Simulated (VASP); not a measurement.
# Cu (I4/mmm) in VASP: notebook, part 2 of 2

VASP 6.6.1. The steps go on from the part before.

**3. Single point, PBE (biaxial strain in the a-b plane: +1.0 %)**

INCAR reads:

```
PREC = Accurate
ENCUT = 520
EDIFF = 1E-6
ISMEAR = 0
SIGMA = 0.1
LREAL = F
LASPH = T
NELM = 80
ALGO = Fast
ISIF = 2
LWAVE = F
LCHARG = F
GGA = PE
NBANDS = 18
```

KPOINTS reads:

```
Automatic mesh
0
Gamma
  14 14 16
```

POSCAR reads:

```
Cu
1.0
    2.9805724638      0.0000000000      0.0000000000
    0.0000000000      2.9805724638      0.0000000000
    0.0000000000      0.0000000000      2.7425561274
Cu
2
Direct
    0.0000000000      0.0000000000      0.0000000000
    0.5000000000      0.5000000000      0.5000000000
```

Potentials or basis: VASP PAW PBE potentials, release 64 (Cu).

On the command line:

```
$ cat potpaw_PBE.64/Cu/POTCAR > POTCAR
$ mpirun -np 1 vasp_std > vasp.out
```

OUTCAR:

```text
PREC = Accurate
   ENCUT = 520
   EDIFF = 1E-6
   ISMEAR = 0
   LREAL = F
   LASPH = T
   NELM = 80
   ISIF = 2
   GGA = PE

 ion  position               nearest neighbor table
   1  0.000  0.000  0.000-   2 2.51   2 2.51   2 2.51   2 2.51   2 2.51   2 2.51   2 2.51   2 2.51

   2  0.500  0.500  0.500-   1 2.51   1 2.51   1 2.51   1 2.51   1 2.51   1 2.51   1 2.51   1 2.51

  LATTYP: Found a simple tetragonal cell.
 ALAT       =     2.9805724638
 C/A-ratio  =     0.9201440867

  Lattice vectors:

 A1 = (   2.9805724638,   0.0000000000,   0.0000000000)
 A2 = (   0.0000000000,   2.9805724638,   0.0000000000)
 A3 = (   0.0000000000,   0.0000000000,   2.7425561274)

Analysis of symmetry for initial positions (statically):
=====================================================================
 Subroutine PRICEL returns following result:

  LATTYP: Found a body centered tetragonal cell.
 ALAT       =     2.9805724638
 C/A-ratio  =     0.9201440867

  Lattice vectors:

 A1 = (  -1.4902862319,  -1.4902862319,  -1.3712780637)
 A2 = (   1.4902862319,   1.4902862319,  -1.3712780637)
 A3 = (   1.4902862319,  -1.4902862319,   1.3712780637)

   2 primitive cells build up your supercell.

 Routine SETGRP: Setting up the symmetry group for a
 simple tetragonal supercell.

 Subroutine GETGRP returns: Found 16 space group operations
 (whereof 16 operations were pure point group operations)
 out of a pool of 16 trial point group operations.

The static configuration has the point symmetry D_4h.

Analysis of symmetry for dynamics (positions and initial velocities):
=====================================================================
 Subroutine PRICEL returns following result:

  LATTYP: Found a body centered tetragonal cell.
 ALAT       =     2.9805724638
 C/A-ratio  =     0.9201440867

  Lattice vectors:

 A1 = (  -1.4902862319,  -1.4902862319,  -1.3712780637)
 A2 = (   1.4902862319,   1.4902862319,  -1.3712780637)
 A3 = (   1.4902862319,  -1.4902862319,   1.3712780637)

   2 primitive cells build up your supercell.

 Routine SETGRP: Setting up the symmetry group for a
 simple tetragonal supercell.

 Subroutine GETGRP returns: Found 16 space group operations
 (whereof 16 operations were pure point group operations)
 out of a pool of 16 trial point group operations.

The dynamic configuration has the point symmetry D_4h.

 Subroutine INISYM returns: Found 16 space group operations
 (whereof 16 operations are pure point group operations),
 and found     2 'primitive' translations

----------------------------------------------------------------------------------------

                                     Primitive cell

  volume of cell :      12.1822

  direct lattice vectors                    reciprocal lattice vectors
    -1.490286232 -1.490286232 -1.371278064    -0.000000000 -0.335506018 -0.364623349
     1.490286232  1.490286232 -1.371278064     0.335506018  0.000000000 -0.364623349
     1.490286232 -1.490286232  1.371278064     0.335506018 -0.335506018  0.000000000

  length of vectors
[... 28 lines left out ...]
     0.000000000  0.000000000  0.000000000

 Subroutine IBZKPT returns following result:
 ===========================================

 Found    324 irreducible k-points:

 Following reciprocal coordinates:
            Coordinates               Weight
  0.000000  0.000000  0.000000      1.000000
  0.071429  0.000000  0.000000      4.000000
  0.142857  0.000000  0.000000      4.000000
  0.214286  0.000000  0.000000      4.000000
  0.285714  0.000000  0.000000      4.000000
  0.357143  0.000000  0.000000      4.000000
[... 16 lines left out ...]
  0.285714  0.214286  0.000000      8.000000
  0.357143  0.214286  0.000000      8.000000
 [... further k-points ...]
   k-points           NKPTS =    324   k-points in BZ     NKDIM =    324   number of bands    NBANDS=     18
   number of dos      NEDOS =    301   number of ions     NIONS =      2
   total plane-waves  NPLWV =  11520
   dimension x,y,z NGX =    24 NGY =   24 NGZ =   20
   dimension x,y,z NGXF=    48 NGYF=   48 NGZF=   40
   ions per type =               2
   NGX,Y,Z   is equivalent  to a cutoff of  13.39, 13.39, 12.12 a.u.
   NGXF,Y,Z  is equivalent  to a cutoff of  26.77, 26.77, 24.25 a.u.
 SYSTEM =  unknown system
   PREC   = accura    normal or accurate (medium, high low for compatibility)
   ISTART =      0    job   : 0-new  1-cont  2-samecut
   ICHARG =      2    charge: 1-file 2-atom 10-const
   ISPIN  =      1    spin polarized calculation?
   LNONCOLLINEAR =      F non collinear calculations
   LSORBIT =      F    spin-orbit coupling
   LASPH  =      T    aspherical Exc in radial PAW
   ENCUT  =  520.0 eV  38.22 Ry    6.18 a.u.   5.54  5.54  5.10*2*pi/ulx,y,z
   NELM   =     80;   NELMIN=  2; NELMDL= -5     # of ELM steps
   EDIFF  = 0.1E-05   stopping-criterion for ELM
   LREAL  =      F    real-space projection
   EDIFFG = 0.1E-04   stopping-criterion for IOM
   NSW    =      0    number of steps for IOM
   IBRION =     -1    ionic relax: 0-MD 1-quasi-New 2-CG
   NFREE  =      0    steps in history (QN), initial steepest desc. (CG)
   ISIF   =      2    stress and relaxation
   ISYM   =      2    0-nonsym 1-usesym 2-fastsym
   POTIM  = 0.5000    time-step for ionic-motion
   TEBEG  =    0.0;   TEEND  =   0.0 temperature during run
   PSTRESS=    0.0 pullay stress
   NELECT =      22.0000    total number of electrons
   NUPDOWN=      -1.0000    fix difference up-down
   EMIN   =  10.00;   EMAX   =-10.00  energy-range for DOS
   EFERMI =   0.00;   METHOD = LEGACY
   ISMEAR =     0;   SIGMA  =   0.10  broadening in eV -4-tet -1-fermi 0-gaus
   EFERMI_NEDOS =   21; number of points for ismear=-14 and -15
   IALGO  =     68    algorithm
   IMIX   =      4    mixing-type and parameters
     AMIX     =   0.40;   BMIX     =  1.00
     AMIX_MAG =   1.60;   BMIX_MAG =  1.00
  volume/ion in A,a.u.               =      12.18        82.21
  Fermi-wavevector in a.u.,A,eV,Ry     =   1.582331  2.990173 34.065892  2.503772
  Thomas-Fermi vector in A             =   2.682271
   LORBIT       =      0    0 simple, 1 ext, 2 COOP (PROOUT), +10 PAW based schemes
   GGA     = PE    functional components
   LHFCALC =     F    Hartree Fock is set to
   AEXX    =    0.0000 exact exchange contribution
   IVDW    =     0    specifies the selected vdW correction
   LEPSILON=     F    determine dielectric tensor
   LRPA    =     F    only Hartree local field effects (RPA)
 non-spin polarized calculation
 RMM-DIIS sequential band-by-band and
 Gauss-broadening in eV      SIGMA  =   0.10
  energy-cutoff  :      520.00
  volume of cell :       24.36
 maximum number of plane-waves:       682
 NGX is ok and might be reduce to    24
   NGX = 11   NGY = 11   NGZ = 11

 number of electron      22.0000006 magnetization

 Free energy of the ion-electron system (eV)
  ---------------------------------------------------
  ext. energy  EPLUGINS =         0.00000000
  ---------------------------------------------------
  free energy    TOTEN  =        -7.38669415 eV

  energy without entropy =       -7.38317410  energy(sigma->0) =       -7.38493413

 E-fermi :   7.2314     XC(G=0): -12.5474

 val. band max:        7.2261677803   @ k =   0.2143   0.2143   0.5000
 cond. band min:       7.2516339126   @ k =   0.4286   0.0714   0.2500
 fundamental gap:      0.0254661323
 Fermi energy:         7.2314281646

 k-point     1 :       0.0000    0.0000    0.0000
  band No.  band energies     occupation
      1      -1.9048      2.00000
      2       2.7165      2.00000
      3       2.7788      2.00000
      4       4.0061      2.00000
      5       4.3243      2.00000
      6       4.3243      2.00000
[... 481 lines left out ...]
      5       4.0686      2.00000
      6       4.4503      2.00000
[... 10 lines left out ...]
     17      26.9798      0.00000
     18      27.2706      0.00000

 [... further k-points ...]

------------------------ aborting loop because EDIFF is reached ----------------------------------------

  FORCE on cell =-STRESS in cart. coord.  units (eV):
  Direction    XX          YY          ZZ          XY          YZ          ZX
  --------------------------------------------------------------------------------------
  -------------------------------------------------------------------------------------
  Total       -0.1232387     -0.1232387     -0.0993767      0.0000000      0.0000000      0.0000000
  in kB       -8.1040619     -8.1040619     -6.5349178      0.0000000      0.0000000      0.0000000
  external PRESSURE =      -7.5810139 kB  Pullay stress =       0.0000000 kB

 VOLUME and BASIS-vectors are now :
 -----------------------------------------------------------------------------
  energy-cutoff  :      520.00
  volume of cell :       24.36
      direct lattice vectors                 reciprocal lattice vectors
     2.980572464  0.000000000  0.000000000     0.335506018  0.000000000  0.000000000
     0.000000000  2.980572464  0.000000000     0.000000000  0.335506018  0.000000000
     0.000000000  0.000000000  2.742556127     0.000000000  0.000000000  0.364623349

 POSITION                                       TOTAL-FORCE (eV/Angst)
 -----------------------------------------------------------------------------------
      0.00000      0.00000      0.00000        -0.000000     -0.000000      0.000000
      1.49029      1.49029      1.37128         0.000000      0.000000      0.000000
 -----------------------------------------------------------------------------------
    total drift:                                0.000000      0.000000     -0.000000

  FREE ENERGIE OF THE ION-ELECTRON SYSTEM (eV)
  ---------------------------------------------------
  free  energy   TOTEN  =        -7.3866941533 eV

  energy  without entropy=       -7.3831740982  energy(sigma->0) =       -7.38493413
```

OSZICAR:

```text
N       E                     dE             d eps       ncg     rms          rms(c)
DAV:   1     0.123655185126E+03    0.12366E+03   -0.10656E+04 12680   0.217E+03
DAV:   2    -0.286169083741E+01   -0.12652E+03   -0.11994E+03 11682   0.287E+02
DAV:   3    -0.908306429964E+01   -0.62214E+01   -0.60039E+01 13002   0.867E+01
DAV:   4    -0.915270458535E+01   -0.69640E-01   -0.69585E-01 13400   0.980E+00
DAV:   5    -0.915368600462E+01   -0.98142E-03   -0.98139E-03 14014   0.997E-01    0.107E+01
RMM:   6    -0.809367340992E+01    0.10600E+01   -0.11026E+01 13593   0.584E+01    0.631E+00
RMM:   7    -0.740726351189E+01    0.68641E+00   -0.20778E+00 13402   0.264E+01    0.140E+00
RMM:   8    -0.738910657973E+01    0.18157E-01   -0.57395E-02 13794   0.221E+00    0.409E-01
RMM:   9    -0.738636876772E+01    0.27378E-02   -0.15253E-02 14066   0.229E+00    0.397E-02
RMM:  10    -0.738667209419E+01   -0.30333E-03   -0.26591E-03 14897   0.499E-01    0.182E-02
RMM:  11    -0.738670403883E+01   -0.31945E-04   -0.26819E-04 14296   0.262E-01    0.412E-02
RMM:  12    -0.738669033591E+01    0.13703E-04   -0.11202E-04 14754   0.157E-01    0.845E-03
RMM:  13    -0.738669367373E+01   -0.33378E-05   -0.31649E-05 13518   0.509E-02    0.529E-03
RMM:  14    -0.738669415327E+01   -0.47953E-06   -0.35502E-06  9580   0.237E-02
   1 F= -.73866942E+01 E0= -.73849341E+01  d E =-.352006E-02
```

It took 77 s on 1 thread of Intel Xeon Platinum 8259CL at 2.50GHz (Skylake/Cascade Lake), shared host; peak memory 0.22 GiB.

What came out:

| Item | Value |
| --- | --- |
| Free energy | -7.3867 eV |
| Pressure | -0.8 GPa |
| Band gap on the k mesh | zero (band 11 reaches 13.23 eV, above the bottom of band 12 at 5.72 eV) |

Caveat: the cell differs from its parent crystal (biaxial strain in the a-b plane: +1.0 %).
